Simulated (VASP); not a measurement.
# BaNb: single point with PBE

BaNb, a sheet with vacuum:

```xyz
2
Lattice="4.4861 0.0000 0.0000 0.0000 4.4861 0.0000 0.0000 0.0000 23.8000" Properties=species:S:1:pos:R:3 pbc="T T T"
Ba    0.0000    0.0000    7.0000
Nb    2.2430    2.2430    7.0000
```

The cell was built from a structure type or drawn by symmetry, and may not be a known phase.

```
Program                : VASP 6.6.1
Task                   : single point
Functional             : PBE
Potentials or basis    : VASP PAW PBE potentials, release 64 (Ba_sv, Nb_sv)
Cutoff                 : 520 eV
k mesh                 : 4 × 4 × 1
Occupations            : gaussian, width 0.1 eV
Spin                   : no spin polarisation
Dipole correction      : yes
Further INCAR settings : ALGO = Normal; EDIFF = 1e-07; NBANDS = 18
```

```
Band gap on the k mesh          : zero (an odd number of electrons rules out a gap without spin polarisation)
Work function of the upper face : 3.48 eV
Work function of the lower face : 3.48 eV
```

Levels at points of the mesh, in eV from the Fermi level:
| k point | band 8 | band 9 | band 10 | band 11 | band 12 | band 13 | band 14 | band 15 | band 16 | band 17 |
| --- | --- | --- | --- | --- | --- | --- | --- | --- | --- | --- |
| (0.00, 0.00, 0.00) | -12.77 | -2.39 | -1.75 | -0.88 | -0.23 | 0.12 | 0.12 | 1.00 | 2.66 | 3.49 |
| (0.50, 0.00, 0.00) | -12.86 | -0.24 | -0.02 | 0.07 | 0.31 | 0.45 | 0.72 | 1.01 | 1.30 | 2.47 |
| (0.50, 0.50, 0.00) | -12.91 | -0.96 | -0.75 | -0.75 | -0.22 | 0.36 | 1.03 | 2.92 | 2.92 | 3.27 |

Wall time 92 s on 1 thread of AMD EPYC 7R43 64-Core Processor (Zen 3), on a shared host, peak memory 0.48 GiB.

Caveat: spin-orbit coupling is left out, which moves the levels of the heavy elements.
